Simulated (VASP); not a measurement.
# Ti3Te3Mo2 (P-62m) in VASP: relaxation of cell and atoms with PBE

Aim: the relaxation of cell and atoms of Ti3Te3Mo2 with PBE.

All numbers are computed with VASP 6.6.1; they aren't measurements. Logs are shortened: lines on timing, memory, paths and dates and some standing lists are left out, and cuts for length are marked.

## 1. The cell of the first run

The structure is hexagonal, space group P-62m (No. 189). Conventional cell: a = 7.465 Å, b = 7.465 Å, c = 3.474 Å, α = 90.00°, β = 90.00°, γ = 120.00°. Within 3.9 Å of Ti (site symmetry m2m) lie 6 Te at 2.80 to 3.35 Å and 4 Mo at 2.80 Å and 6 Ti at 3.47 to 3.81 Å. Within 3.7 Å of Te (site symmetry m2m) lie 2 Mo at 2.78 Å and 6 Ti at 2.80 to 3.35 Å and 4 Te at 3.43 to 3.47 Å. Within 3.7 Å of Mo (site symmetry -6) lie 3 Te at 2.78 Å and 6 Ti at 2.80 Å and 2 Mo at 3.47 Å.

The cell was built from a structure type or drawn by symmetry, and may not be a known phase.

## 2. Relaxation of cell and atoms, PBE

INCAR reads:

```
ALGO     = Normal         # electronic algorithm
EDIFF    = 1E-7           # SCF threshold, eV
EDIFFG   = -0.01          # ionic threshold
ENCUT    = 500            # plane-wave cutoff, eV
GGA      = PE             # functional
GGA_COMPAT= F            
IBRION   = 2              # ionic algorithm
ISIF     = 3              # what is computed and relaxed
ISMEAR   = 0              # smearing method
LASPH    = T              # aspherical terms in the spheres
LCHARG   = F              # write CHGCAR
LREAL    = F              # projectors in reciprocal space
LWAVE    = F              # write WAVECAR
NELM     = 120            # most SCF steps
NELMIN   = 4            
NSW      = 100            # ionic steps
PREC     = Accurate       # precision mode
SIGMA    = 0.1            # smearing width, eV
```

KPOINTS reads:

```
k-points
0
Gamma
  6 6 10
```

POSCAR reads:

```
Ti3Te3Mo2
1.0
    7.4645968080      0.0000000000      0.0000000000
   -3.7322984040      6.4645304647      0.0000000000
    0.0000000000      0.0000000000      3.4735773116
Ti Te Mo
3 3 2
Direct
    0.4405852536      0.0000000000      0.5000000000
    0.5594147464      0.5594147464      0.5000000000
    0.0000000000      0.4405852536      0.5000000000
    0.7345802669      0.0000000000      0.0000000000
    0.2654197331      0.2654197331      0.0000000000
    0.0000000000      0.7345802669      0.0000000000
    0.3333333333      0.6666666667      0.0000000000
    0.6666666667      0.3333333333      0.0000000000
```

Potentials or basis: VASP PAW PBE potentials, release 64 (Ti_sv, Te, Mo_sv).

The run is started by

```sh
$ cat potpaw_PBE.64/Ti_sv/POTCAR potpaw_PBE.64/Te/POTCAR potpaw_PBE.64/Mo_sv/POTCAR > POTCAR
$ mpirun -np 1 vasp_std > vasp.out
```

OUTCAR:

```text
EDIFF = 1E-7
   EDIFFG = -0.01
   ENCUT = 500
   GGA = PE
   IBRION = 2
   ISIF = 3
   ISMEAR = 0
   LASPH = T
   LREAL = F
   NELM = 120
   NELMIN = 4
   NSW = 100
   PREC = Accurate

 ion  position               nearest neighbor table
   1  0.441  0.000  0.500-   4 2.80   4 2.80   7 2.80   7 2.80   8 2.80   8 2.80
   2  0.559  0.559  0.500-   5 2.80   5 2.80   8 2.80   8 2.80   7 2.80   7 2.80
   3  0.000  0.441  0.500-   6 2.80   6 2.80   8 2.80   8 2.80   7 2.80   7 2.80
   4  0.735  0.000  0.000-   8 2.78   7 2.78   1 2.80   1 2.80   6 3.43   5 3.43
   5  0.265  0.265  0.000-   7 2.78   8 2.78   2 2.80   2 2.80   6 3.43   4 3.43
   6  0.000  0.735  0.000-   7 2.78   8 2.78   3 2.80   3 2.80   5 3.43   4 3.43
   7  0.333  0.667  0.000-   6 2.78   4 2.78   5 2.78   1 2.80   1 2.80   3 2.80   3 2.80   2 2.80
                             2 2.80
   8  0.667  0.333  0.000-   4 2.78   6 2.78   5 2.78   3 2.80   3 2.80   1 2.80   1 2.80   2 2.80
                             2 2.80

  LATTYP: Found a hexagonal cell.
 ALAT       =     7.4645968080
 C/A-ratio  =     0.4653402456

  Lattice vectors:

 A1 = (   7.4645968080,   0.0000000000,   0.0000000000)
 A2 = (  -3.7322984040,   6.4645304647,   0.0000000000)
 A3 = (   0.0000000000,   0.0000000000,   3.4735773116)

Analysis of symmetry for initial positions (statically):
=====================================================================
 Subroutine PRICEL returns:
 Original cell was already a primitive cell.

 Routine SETGRP: Setting up the symmetry group for a
 hexagonal supercell.

 Subroutine GETGRP returns: Found 12 space group operations
 (whereof 12 operations were pure point group operations)
 out of a pool of 24 trial point group operations.

The static configuration has the point symmetry D_3h.

Analysis of symmetry for dynamics (positions and initial velocities):
=====================================================================
 Subroutine PRICEL returns:
 Original cell was already a primitive cell.

 Routine SETGRP: Setting up the symmetry group for a
 hexagonal supercell.

 Subroutine GETGRP returns: Found 12 space group operations
 (whereof 12 operations were pure point group operations)
 out of a pool of 24 trial point group operations.

The dynamic configuration has the point symmetry D_3h.

 Subroutine INISYM returns: Found 12 space group operations
 (whereof 12 operations are pure point group operations),
 and found     1 'primitive' translations

----------------------------------------------------------------------------------------

                                     Primitive cell

  volume of cell :     167.6179

  direct lattice vectors                    reciprocal lattice vectors
     7.464596808  0.000000000  0.000000000     0.133965708  0.077345138  0.000000000
    -3.732298404  6.464530465  0.000000000     0.000000000  0.154690276  0.000000000
     0.000000000  0.000000000  3.473577312     0.000000000  0.000000000  0.287887647

  length of vectors
     7.464596808  7.464596808  3.473577312     0.154690276  0.154690276  0.287887647

  position of ions in fractional coordinates (direct lattice)
     0.440585254  0.000000000  0.500000000
     0.559414746  0.559414746  0.500000000
     0.000000000  0.440585254  0.500000000
     0.734580267  0.000000000  0.000000000
     0.265419733  0.265419733  0.000000000
     0.000000000  0.734580267  0.000000000
     0.333333333  0.666666667  0.000000000
     0.666666667  0.333333333  0.000000000

  ion indices of the primitive-cell ions
   primitive index   ion index
                 1           1
                 2           2
                 3           3
                 4           4
                 5           5
                 6           6
                 7           7
                 8           8

----------------------------------------------------------------------------------------

 KPOINTS: k-points

Automatic generation of k-mesh.
 Grid dimensions read from file:
 generate k-points for:    6    6   10

 Generating k-lattice:

  Cartesian coordinates                     Fractional coordinates (reciprocal lattice)
     0.022327618  0.012890856  0.000000000     0.166666667  0.000000000  0.000000000
     0.000000000  0.025781713  0.000000000     0.000000000  0.166666667  0.000000000
     0.000000000  0.000000000  0.028788765     0.000000000  0.000000000  0.100000000

  Length of vectors
     0.025781713  0.025781713  0.028788765

  Shift w.r.t. Gamma in fractional coordinates (k-lattice)
     0.000000000  0.000000000  0.000000000

 Subroutine IBZKPT returns following result:
 ===========================================

 Found     42 irreducible k-points:

 Following reciprocal coordinates:
            Coordinates               Weight
  0.000000  0.000000  0.000000      1.000000
  0.166667  0.000000  0.000000      6.000000
  0.333333  0.000000  0.000000      6.000000
  0.500000  0.000000  0.000000      3.000000
  0.166667  0.166667  0.000000      6.000000
  0.333333  0.166667  0.000000     12.000000
[... 16 lines left out ...]
  0.166667  0.000000  0.300000     12.000000
  0.333333  0.000000  0.300000     12.000000
 [... further k-points ...]
   k-points           NKPTS =     42   k-points in BZ     NKDIM =     42   number of bands    NBANDS=     49
   number of dos      NEDOS =    301   number of ions     NIONS =      8
   total plane-waves  NPLWV =  81648
   dimension x,y,z NGX =    54 NGY =   54 NGZ =   28
   dimension x,y,z NGXF=   108 NGYF=  108 NGZF=   56
   ions per type =               3   3   2
   NGX,Y,Z   is equivalent  to a cutoff of  12.03, 12.03, 13.40 a.u.
   NGXF,Y,Z  is equivalent  to a cutoff of  24.05, 24.05, 26.80 a.u.
 SYSTEM =  unknown system
   PREC   = accura    normal or accurate (medium, high low for compatibility)
   ISTART =      0    job   : 0-new  1-cont  2-samecut
   ICHARG =      2    charge: 1-file 2-atom 10-const
   ISPIN  =      1    spin polarized calculation?
   LNONCOLLINEAR =      F non collinear calculations
   LSORBIT =      F    spin-orbit coupling
   LASPH  =      T    aspherical Exc in radial PAW
   ENCUT  =  500.0 eV  36.75 Ry    6.06 a.u.  13.61 13.61  6.33*2*pi/ulx,y,z
   NELM   =    120;   NELMIN=  4; NELMDL= -5     # of ELM steps
   EDIFF  = 0.1E-06   stopping-criterion for ELM
   LREAL  =      F    real-space projection
   EDIFFG = -.1E-01   stopping-criterion for IOM
   NSW    =    100    number of steps for IOM
   IBRION =      2    ionic relax: 0-MD 1-quasi-New 2-CG
   NFREE  =      1    steps in history (QN), initial steepest desc. (CG)
   ISIF   =      3    stress and relaxation
   ISYM   =      2    0-nonsym 1-usesym 2-fastsym
   POTIM  = 0.5000    time-step for ionic-motion
   TEBEG  =    0.0;   TEEND  =   0.0 temperature during run
   PSTRESS=    0.0 pullay stress
   NELECT =      82.0000    total number of electrons
   NUPDOWN=      -1.0000    fix difference up-down
   EMIN   =  10.00;   EMAX   =-10.00  energy-range for DOS
   EFERMI =   0.00;   METHOD = LEGACY
   ISMEAR =     0;   SIGMA  =   0.10  broadening in eV -4-tet -1-fermi 0-gaus
   EFERMI_NEDOS =   21; number of points for ismear=-14 and -15
   IALGO  =     38    algorithm
   IMIX   =      4    mixing-type and parameters
     AMIX     =   0.40;   BMIX     =  1.00
     AMIX_MAG =   1.60;   BMIX_MAG =  1.00
  volume/ion in A,a.u.               =      20.95       141.39
  Fermi-wavevector in a.u.,A,eV,Ry     =   1.289949  2.437651 22.639679  1.663969
  Thomas-Fermi vector in A             =   2.421811
   LORBIT       =      0    0 simple, 1 ext, 2 COOP (PROOUT), +10 PAW based schemes
   GGA     = PE    functional components
   LHFCALC =     F    Hartree Fock is set to
   AEXX    =    0.0000 exact exchange contribution
   IVDW    =     0    specifies the selected vdW correction
   LEPSILON=     F    determine dielectric tensor
   LRPA    =     F    only Hartree local field effects (RPA)
 conjugate gradient relaxation of ions
 non-spin polarized calculation
 Gauss-broadening in eV      SIGMA  =   0.10
  energy-cutoff  :      500.00
  volume of cell :      167.62
 maximum number of plane-waves:      4276
   NGX = 27   NGY = 27   NGZ = 13

--------------------------------------- Ionic step        1  -------------------------------------------

 number of electron      81.9999996 magnetization

 Free energy of the ion-electron system (eV)
  ---------------------------------------------------
  ext. energy  EPLUGINS =         0.00000000
  ---------------------------------------------------
  free energy    TOTEN  =       -55.39993175 eV

  energy without entropy =      -55.37186452  energy(sigma->0) =      -55.38589814

------------------------ aborting loop because EDIFF is reached ----------------------------------------

  FORCE on cell =-STRESS in cart. coord.  units (eV):
  Direction    XX          YY          ZZ          XY          YZ          ZX
  --------------------------------------------------------------------------------------
  -------------------------------------------------------------------------------------
  Total       -0.2086293     -0.2086293     -0.6888052     -0.0000000      0.0000000      0.0000000
  in kB       -1.9941856     -1.9941856     -6.5839521     -0.0000000      0.0000000      0.0000000
  external PRESSURE =      -3.5241078 kB  Pullay stress =       0.0000000 kB
[... 111 lines left out ...]
  energy  without entropy=      -55.3730041028  energy(sigma->0) =      -55.38705318

--------------------------------------- Ionic step        4  -------------------------------------------

 number of electron      81.9999997 magnetization

 Free energy of the ion-electron system (eV)
  ---------------------------------------------------
  ext. energy  EPLUGINS =         0.00000000
  ---------------------------------------------------
  free energy    TOTEN  =       -55.40157103 eV

  energy without entropy =      -55.37348522  energy(sigma->0) =      -55.38752813

 E-fermi :   9.2994     XC(G=0): -11.0848

 val. band max:        9.2923462183   @ k =   0.0000   0.0000   0.4000
 cond. band min:       9.3037808385   @ k =   0.3333   0.3333   0.2000
 fundamental gap:      0.0114346202
 Fermi energy:         9.2994269721

 k-point     1 :       0.0000    0.0000    0.0000
  band No.  band energies     occupation
      1     -51.0960      2.00000
      2     -51.0938      2.00000
      3     -47.7970      2.00000
      4     -47.7970      2.00000
      5     -47.7958      2.00000
      6     -25.3570      2.00000
[... 1237 lines left out ...]
     48      10.7446      0.00000
     49      10.8854      0.00000

 [... further k-points ...]

------------------------ aborting loop because EDIFF is reached ----------------------------------------

  FORCE on cell =-STRESS in cart. coord.  units (eV):
  Direction    XX          YY          ZZ          XY          YZ          ZX
  --------------------------------------------------------------------------------------
  -------------------------------------------------------------------------------------
  Total        0.0622129      0.0622129     -0.0123077      0.0000000      0.0000000      0.0000000
  in kB        0.5966304      0.5966304     -0.1180322      0.0000000      0.0000000      0.0000000
  external PRESSURE =       0.3584096 kB  Pullay stress =       0.0000000 kB
[... 23 lines left out ...]
  FREE ENERGIE OF THE ION-ELECTRON SYSTEM (eV)
  ---------------------------------------------------
  free  energy   TOTEN  =       -55.4015710311 eV

  energy  without entropy=      -55.3734852226  energy(sigma->0) =      -55.38752813

 reached required accuracy - stopping structural energy minimisation
```

It took 44 min on 1 thread of Intel Xeon 8259CL, shared host; peak memory 0.48 GiB.

Results:

- Free energy: -55.4016 eV
- Relaxed volume: 20.88 Å³/atom
- Relaxed cell: a = 7.467 Å, b = 7.467 Å, c = 3.460 Å, α = 90.00°, β = 90.00°, γ = 120.00°
- Space group after relaxing (to 0.1 Å): P-62m (No. 189)
- Energy gained by relaxing: 0.2 meV/atom
- Ionic steps: 4
- Pressure after relaxing: 0.0 GPa
- Largest force after relaxing: 0.009 eV/Å
- Band gap on the k mesh: zero (bands 41 and 42 overlap by 1.08 eV)

Forces in eV/Å, atoms in the order of the input:
```
Ti  -0.003  0.000  0.000
Ti   0.002  0.003  0.000
Ti   0.002 -0.003  0.000
Te  -0.009  0.000  0.000
Te   0.005  0.008  0.000
Te   0.005 -0.008  0.000
Mo   0.000  0.000  0.000
Mo   0.000  0.000  0.000
```

Step by step:
```
step  energy change (eV)  largest force (eV/Å)  pressure (GPa)  volume (Å³)
   1              0.0000                0.0541           -0.35       167.62
   2             -0.0006                0.0362            0.45       166.50
   3             -0.0012                0.0019            0.11       166.97
   4             -0.0016                0.0094            0.04       167.07
```

Final structure:
```
CELL_PARAMETERS angstrom
7.46734 0.00000 0.00000
-3.73367 6.46691 0.00000
0.00000 0.00000 3.45957
ATOMIC_POSITIONS crystal
Ti 0.44075 0.00000 0.50000
Ti 0.55925 0.55925 0.50000
Ti 0.00000 0.44075 0.50000
Te 0.73429 0.00000 0.00000
Te 0.26571 0.26571 0.00000
Te 0.00000 0.73429 0.00000
Mo 0.33333 0.66667 0.00000
Mo 0.66667 0.33333 0.00000
```

Levels at points of the mesh, in eV from the Fermi level:
```tsv
k point	band 37	band 38	band 39	band 40	band 41	band 42	band 43	band 44	band 45	band 46
(0.00, 0.00, 0.00)	-0.51	-0.46	-0.46	0.26	0.26	0.70	0.70	0.71	1.12	1.14
(0.50, 0.00, 0.00)	-0.96	-0.26	-0.15	-0.02	0.15	0.41	0.45	0.88	1.06	1.08
(0.00, 0.00, 0.50)	-0.86	-0.48	-0.48	-0.11	-0.07	-0.07	0.41	0.44	0.44	1.28
(0.50, 0.00, 0.50)	-1.26	-0.96	-0.65	-0.48	-0.37	-0.21	0.66	1.27	1.32	1.36
```

Caveat: spin-orbit coupling is left out, which moves the levels of the heavy elements.
